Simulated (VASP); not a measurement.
**COH2: single point with PBE+D3(BJ)**

Molecule: COH2, in a box.

```
CELL_PARAMETERS angstrom
6.37101 0.00000 0.00000
-3.18550 5.51746 0.00000
0.00000 0.00000 27.42683
ATOMIC_POSITIONS crystal
C 0.81972 0.66160 0.61339
O 0.57446 0.55730 0.62135
H 0.30300 0.13617 0.61296
H 0.50382 0.96162 0.61072
```

```json
{"Program": "VASP 6.6.1", "Task": "single point", "Functional": "PBE", "Dispersion": "D3(BJ)", "Potentials or basis": "VASP PAW PBE potentials, release 64 (C, O, H)", "Cutoff": "520 eV", "k mesh": "4 × 4 × 1", "Occupations": "gaussian, width 0.1 eV", "Spin": "no spin polarisation", "Dipole correction": "yes", "Further INCAR settings": "ALGO = Normal; EDIFF = 1e-06; NBANDS = 14; NELMDL = -8"}
```

| Quantity | Value |
| --- | --- |
| Largest force | 11.696 eV/Å |
| Gap between the frontier levels | 1.86 eV, direct |
| Dispersion energy per atom | -0.015 eV |

Forces in eV/Å, atoms in the order of the input:
```
C   -10.460  -4.897   1.843
O    10.407   4.978  -1.846
H     2.145  -1.114  -0.071
H    -2.091   1.032   0.073
```

Levels at points of the mesh, in eV from the valence-band top:
```csv
k point,band 4,band 5,band 6,band 7,band 8,band 9
"(0.00, 0.00, 0.00)",-3.17,-2.61,-0.08,1.94,2.97,3.33
"(0.50, 0.00, 0.00)",-3.17,-2.47,-0.17,2.13,2.95,2.97
"(0.00, 0.50, 0.00)",-3.17,-2.49,-0.02,2.10,2.90,2.97
"(0.50, 0.50, 0.00)",-3.17,-2.55,0.00,1.86,2.97,3.25
```

Run time: 3.8 min on 1 thread of Intel(R) Xeon(R) Platinum 8559C (Emerald Rapids) (shared host), peak memory 1 GiB.
